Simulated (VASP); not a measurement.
# Cd (I4_1/amd) in VASP: single point with PBE

Aim: the single point of Cd with PBE.

Everything below comes from runs of VASP 6.6.1. Logs are shortened: lines on timing, memory, paths and dates and some standing lists are left out, and cuts for length are marked.

## 1. The cell of the first run

It takes space group I4_1/amd (No. 141, tetragonal). The conventional cell has a = 4.474 Å, b = 4.474 Å, c = 2.326 Å, α = 90.00°, β = 90.00°, γ = 90.00°. Within 3.1 Å of Cd (site symmetry -4m2) lie 10 Cd at 2.31 to 2.84 Å.

## 2. Single point, PBE (11.64 Å³/atom)

INCAR reads:

```
ALGO = Normal
EDIFF = 1E-6
ENCUT = 630
GGA = PE
GGA_COMPAT = F
ISIF = 2
ISMEAR = -1
LASPH = T
LCHARG = T
LELF = T
LREAL = F
LVHAR = T
LWAVE = F
NBANDS = 27
NELM = 120
PREC = Accurate
SIGMA = 0.1
```

KPOINTS reads:

```
k-points
0
Gamma
  14 14 14
```

POSCAR reads:

```
Cd
1.0
   -2.2368691420      2.2368691420      1.1627869747
    2.2368691420     -2.2368691420      1.1627869747
    2.2368691420      2.2368691420     -1.1627869747
Cd
2
Direct
   -0.3750000000     -0.1250000000     -0.2500000000
    0.3750000000      0.1250000000      0.2500000000
```

Potentials or basis: VASP PAW PBE potentials, release 64 (Cd_sv_GW).

On the command line:

```sh
$ cat potpaw_PBE.64/Cd_sv_GW/POTCAR > POTCAR
$ mpirun -np 1 vasp_std > vasp.out
```

OUTCAR:

```text
EDIFF = 1E-6
   ENCUT = 630
   GGA = PE
   ISIF = 2
   ISMEAR = -1
   LASPH = T
   LREAL = F
   NELM = 120
   PREC = Accurate

 ion  position               nearest neighbor table
   1  0.625  0.875  0.750-   2 2.31   2 2.31   2 2.31   2 2.31
   2  0.375  0.125  0.250-   1 2.31   1 2.31   1 2.31   1 2.31

  LATTYP: Found a body centered tetragonal cell.
 ALAT       =     4.4737382840
 C/A-ratio  =     0.5198278938

  Lattice vectors:

 A1 = (  -2.2368691420,   2.2368691420,   1.1627869747)
 A2 = (   2.2368691420,  -2.2368691420,   1.1627869747)
 A3 = (   2.2368691420,   2.2368691420,  -1.1627869747)

Analysis of symmetry for initial positions (statically):
=====================================================================
 Subroutine PRICEL returns:
 Original cell was already a primitive cell.

 Routine SETGRP: Setting up the symmetry group for a
 body centered tetragonal supercell.

 Subroutine GETGRP returns: Found 16 space group operations
 (whereof  4 operations were pure point group operations)
 out of a pool of 16 trial point group operations.

The static configuration has the point symmetry C_2h.
 The point group associated with its full space group is D_4h.

Analysis of symmetry for dynamics (positions and initial velocities):
=====================================================================
 Subroutine PRICEL returns:
 Original cell was already a primitive cell.

 Routine SETGRP: Setting up the symmetry group for a
 body centered tetragonal supercell.

 Subroutine GETGRP returns: Found 16 space group operations
 (whereof  4 operations were pure point group operations)
 out of a pool of 16 trial point group operations.

The dynamic configuration has the point symmetry C_2h.
 The point group associated with its full space group is D_4h.

 Subroutine INISYM returns: Found 16 space group operations
 (whereof  4 operations are pure point group operations),
 and found     1 'primitive' translations

----------------------------------------------------------------------------------------

                                     Primitive cell

  volume of cell :      23.2724

  direct lattice vectors                    reciprocal lattice vectors
    -2.236869142  2.236869142  1.162786975     0.000000000  0.223526710  0.430001377
     2.236869142 -2.236869142  1.162786975     0.223526710  0.000000000  0.430001377
     2.236869142  2.236869142 -1.162786975     0.223526710  0.223526710  0.000000000

  length of vectors
     3.370347262  3.370347262  3.370347262     0.484629110  0.484629110  0.316114505

  position of ions in fractional coordinates (direct lattice)
     0.625000000  0.875000000  0.750000000
     0.375000000  0.125000000  0.250000000

  ion indices of the primitive-cell ions
   primitive index   ion index
                 1           1
                 2           2

----------------------------------------------------------------------------------------

 KPOINTS: k-points

Automatic generation of k-mesh.
 Grid dimensions read from file:
 generate k-points for:   14   14   14

 Generating k-lattice:

  Cartesian coordinates                     Fractional coordinates (reciprocal lattice)
     0.000000000  0.015966194  0.030714384     0.071428571  0.000000000  0.000000000
     0.015966194  0.000000000  0.030714384     0.000000000  0.071428571  0.000000000
     0.015966194  0.015966194  0.000000000     0.000000000  0.000000000  0.071428571

  Length of vectors
     0.034616365  0.034616365  0.022579607

  Shift w.r.t. Gamma in fractional coordinates (k-lattice)
     0.000000000  0.000000000  0.000000000

 Subroutine IBZKPT returns following result:
 ===========================================

 Found    244 irreducible k-points:

 Following reciprocal coordinates:
            Coordinates               Weight
  0.000000  0.000000  0.000000      1.000000
  0.071429  0.000000 -0.000000      8.000000
  0.142857  0.000000 -0.000000      8.000000
  0.214286  0.000000 -0.000000      8.000000
  0.285714  0.000000 -0.000000      8.000000
  0.357143  0.000000 -0.000000      8.000000
[... 16 lines left out ...]
  0.214286  0.142857 -0.000000     16.000000
  0.285714  0.142857 -0.000000     16.000000
 [... further k-points ...]
   k-points           NKPTS =    244   k-points in BZ     NKDIM =    244   number of bands    NBANDS=     27
   number of dos      NEDOS =    301   number of ions     NIONS =      2
   total plane-waves  NPLWV =  21952
   dimension x,y,z NGX =    28 NGY =   28 NGZ =   28
   dimension x,y,z NGXF=    56 NGYF=   56 NGZF=   56
   ions per type =               2
   NGX,Y,Z   is equivalent  to a cutoff of  13.81, 13.81, 13.81 a.u.
   NGXF,Y,Z  is equivalent  to a cutoff of  27.62, 27.62, 27.62 a.u.
 SYSTEM =  unknown system
   PREC   = accura    normal or accurate (medium, high low for compatibility)
   ISTART =      0    job   : 0-new  1-cont  2-samecut
   ICHARG =      2    charge: 1-file 2-atom 10-const
   ISPIN  =      1    spin polarized calculation?
   LNONCOLLINEAR =      F non collinear calculations
   LSORBIT =      F    spin-orbit coupling
   LASPH  =      T    aspherical Exc in radial PAW
   ENCUT  =  630.0 eV  46.30 Ry    6.80 a.u.   6.90  6.90  6.90*2*pi/ulx,y,z
   NELM   =    120;   NELMIN=  2; NELMDL= -5     # of ELM steps
   EDIFF  = 0.1E-05   stopping-criterion for ELM
   LREAL  =      F    real-space projection
   EDIFFG = 0.1E-04   stopping-criterion for IOM
   NSW    =      0    number of steps for IOM
   IBRION =     -1    ionic relax: 0-MD 1-quasi-New 2-CG
   NFREE  =      0    steps in history (QN), initial steepest desc. (CG)
   ISIF   =      2    stress and relaxation
   ISYM   =      2    0-nonsym 1-usesym 2-fastsym
   POTIM  = 0.5000    time-step for ionic-motion
   TEBEG  =    0.0;   TEEND  =   0.0 temperature during run
   PSTRESS=    0.0 pullay stress
   NELECT =      40.0000    total number of electrons
   NUPDOWN=      -1.0000    fix difference up-down
   EMIN   =  10.00;   EMAX   =-10.00  energy-range for DOS
   EFERMI =   0.00;   METHOD = LEGACY
   ISMEAR =    -1;   SIGMA  =   0.10  broadening in eV -4-tet -1-fermi 0-gaus
   EFERMI_NEDOS =   21; number of points for ismear=-14 and -15
   IALGO  =     38    algorithm
   IMIX   =      4    mixing-type and parameters
     AMIX     =   0.40;   BMIX     =  1.00
     AMIX_MAG =   1.60;   BMIX_MAG =  1.00
  volume/ion in A,a.u.               =      11.64        78.52
  Fermi-wavevector in a.u.,A,eV,Ry     =   1.961016  3.705782 52.322325  3.845582
  Thomas-Fermi vector in A             =   2.986032
   LORBIT       =      0    0 simple, 1 ext, 2 COOP (PROOUT), +10 PAW based schemes
   GGA     = PE    functional components
   LHFCALC =     F    Hartree Fock is set to
   AEXX    =    0.0000 exact exchange contribution
   IVDW    =     0    specifies the selected vdW correction
   LEPSILON=     F    determine dielectric tensor
   LRPA    =     F    only Hartree local field effects (RPA)
 non-spin polarized calculation
  energy-cutoff  :      630.00
  volume of cell :       23.27
 maximum number of plane-waves:       847
   NGX = 13   NGY = 13   NGZ = 13

 number of electron      39.9999984 magnetization

 Free energy of the ion-electron system (eV)
  ---------------------------------------------------
  ext. energy  EPLUGINS =         0.00000000
  ---------------------------------------------------
  free energy    TOTEN  =         7.62479978 eV

  energy without entropy =        7.64006997  energy(sigma->0) =        7.63243487

 E-fermi :  16.7680     XC(G=0): -15.1643

 val. band max:       16.7417091335   @ k =  -0.2857  -0.4286   0.2143
 cond. band min:      16.7705043572   @ k =  -0.1429  -0.3571   0.0714
 fundamental gap:      0.0287952237
 Fermi energy:        16.7679571907

 k-point     1 :       0.0000    0.0000    0.0000
  band No.  band energies     occupation
      1     -89.6319      2.00000
      2     -89.4699      2.00000
      3     -50.9380      2.00000
      4     -50.9380      2.00000
      5     -50.3603      2.00000
      6     -50.3603      2.00000
[... 19 lines left out ...]
     26      36.6622      0.00000
     27      36.8086      0.00000

 k-point     2 :       0.0714    0.0000   -0.0000
  band No.  band energies     occupation
      1     -89.6267      2.00000
      2     -89.4681      2.00000
      3     -50.9350      2.00000
      4     -50.9266      2.00000
      5     -50.3809      2.00000
      6     -50.3578      2.00000
[... 19 lines left out ...]
     26      34.1284      0.00000
     27      34.4854      0.00000

 k-point     3 :       0.1429    0.0000   -0.0000
  band No.  band energies     occupation
      1     -89.6118      2.00000
      2     -89.4633      2.00000
      3     -50.9264      2.00000
      4     -50.8949      2.00000
      5     -50.4620      2.00000
      6     -50.4448      2.00000
[... 19 lines left out ...]
     26      31.1529      0.00000
     27      32.4608      0.00000

 k-point     4 :       0.2143    0.0000   -0.0000
  band No.  band energies     occupation
      1     -89.5898      2.00000
      2     -89.4568      2.00000
      3     -50.9140      2.00000
      4     -50.8516      2.00000
      5     -50.5880      2.00000
      6     -50.5627      2.00000
[... 19 lines left out ...]
     26      29.9306      0.00000
     27      31.7502      0.00000

 k-point     5 :       0.2857    0.0000   -0.0000
  band No.  band energies     occupation
      1     -89.5645      2.00000
      2     -89.4504      2.00000
      3     -50.9001      2.00000
      4     -50.8274      2.00000
      5     -50.7259      2.00000
      6     -50.6655      2.00000
[... 19 lines left out ...]
     26      28.9447      0.00000
     27      29.9656      0.00000

 k-point     6 :       0.3571    0.0000   -0.0000
  band No.  band energies     occupation
      1     -89.5403      2.00000
      2     -89.4459      2.00000
      3     -50.8913      2.00000
      4     -50.8875      2.00000
      5     -50.8426      2.00000
      6     -50.6695      2.00000
[... 444 lines left out ...]
      1     -89.6299      2.00000
      2     -89.4719      2.00000
      3     -50.9317      2.00000
      4     -50.9315      2.00000
      5     -50.3785      2.00000
      6     -50.3684      2.00000
[... 19 lines left out ...]
     26      35.9069      0.00000
     27      36.6433      0.00000

 k-point    22 :       0.1429    0.1429   -0.0000
  band No.  band energies     occupation
      1     -89.5705      2.00000
      2     -89.4445      2.00000
      3     -50.8807      2.00000
      4     -50.8674      2.00000
      5     -50.7060      2.00000
      6     -50.7017      2.00000
[... 19 lines left out ...]
     26      29.9655      0.00000
     27      30.0850      0.00000

 k-point    23 :       0.2143    0.1429   -0.0000
  band No.  band energies     occupation
      1     -89.5472      2.00000
      2     -89.4390      2.00000
      3     -50.9120      2.00000
      4     -50.8599      2.00000
      5     -50.8108      2.00000
      6     -50.7636      2.00000
[... 19 lines left out ...]
     26      28.0494      0.00000
     27      30.4784      0.00000

 k-point    24 :       0.2857    0.1429   -0.0000
  band No.  band energies     occupation
      1     -89.5276      2.00000
      2     -89.4387      2.00000
      3     -50.9794      2.00000
      4     -50.9176      2.00000
      5     -50.8336      2.00000
      6     -50.7333      2.00000
[... 19 lines left out ...]
     26      28.4026      0.00000
     27      31.6138      0.00000

 [... further k-points ...]
[... 5 lines left out ...]
  --------------------------------------------------------------------------------------
  -------------------------------------------------------------------------------------
  Total       34.0107391     34.0107391     33.9735848      0.0000000      0.0000000     -0.0000000
  in kB     2341.4524649   2341.4524649   2338.8946004      0.0000000      0.0000000     -0.0000000
  external PRESSURE =    2340.5998434 kB  Pullay stress =       0.0000000 kB

 VOLUME and BASIS-vectors are now :
 -----------------------------------------------------------------------------
  energy-cutoff  :      630.00
  volume of cell :       23.27
      direct lattice vectors                 reciprocal lattice vectors
    -2.236869142  2.236869142  1.162786975     0.000000000  0.223526710  0.430001377
     2.236869142 -2.236869142  1.162786975     0.223526710  0.000000000  0.430001377
     2.236869142  2.236869142 -1.162786975     0.223526710  0.223526710  0.000000000

 POSITION                                       TOTAL-FORCE (eV/Angst)
 -----------------------------------------------------------------------------------
      2.23687      1.11843      0.87209         0.000000     -0.000000     -0.000000
     -0.00000      1.11843      0.29070        -0.000000      0.000000      0.000000
 -----------------------------------------------------------------------------------
    total drift:                                0.000000      0.000000     -0.000000

  FREE ENERGIE OF THE ION-ELECTRON SYSTEM (eV)
  ---------------------------------------------------
  free  energy   TOTEN  =         7.6247997789 eV

  energy  without entropy=        7.6400699703  energy(sigma->0) =        7.63243487
```

Wall time 2.1 min (1 thread of Intel Xeon Platinum 8488C (Sapphire Rapids), shared host); peak memory 0.31 GiB.

Results:

- Free energy: 7.6248 eV
- Pressure: 234.1 GPa
- Band gap on the k mesh: zero (bands 20 and 21 overlap by 6.66 eV)

Caveat: the cell stands under pressure.

The gap in the log of VASP goes by the Fermi energy; the results here count the filled bands.